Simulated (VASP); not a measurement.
A run of VASP 6.6.1:

Contents of INCAR:

```
PREC = Accurate
ENCUT = 520
EDIFF = 1E-7
ISMEAR = 0
SIGMA = 0.02
LREAL = False
LASPH = True
NELM = 60
ALGO = Normal
ISIF = 2
LWAVE = False
LCHARG = False
LDIPOL = True
IDIPOL = 3
DIPOL = 0.5 0.5 0.500
GGA = PE
IVDW = 12
NBANDS = 27
```

The input KPOINTS:

```
regular mesh
0
Gamma
  9 9 1
```

POSCAR

```
InSe
1.0
    3.8250000000      0.0000000000      0.0000000000
   -1.9125000000      3.3125471695      0.0000000000
    0.0000000000      0.0000000000     36.7199571806
Se In
2 2
Direct
    0.0000000000      0.0000000000      0.4218950696
    0.0000000000      0.0000000000      0.5780771689
    0.6666666667      0.3333333333      0.4594644305
    0.6666666667      0.3333333333      0.5405078700
```

Potentials or basis: VASP PAW PBE potentials, release 64 (Se, In_d).

Run with:

```bash
$ cat potpaw_PBE.64/Se/POTCAR potpaw_PBE.64/In_d/POTCAR > POTCAR
$ mpirun -np 1 vasp_std > vasp.out
```

Hardware: 1 thread of Intel(R) Xeon(R) 6975P-C (Granite Rapids) (shared host).

Problem. Estimate the wall time of this run.

Solution. Run time: 2.8 min on 1 thread of Intel(R) Xeon(R) 6975P-C (Granite Rapids) (shared host), peak memory 0.53 GiB. Counts: scf iterations 26, k points 12.
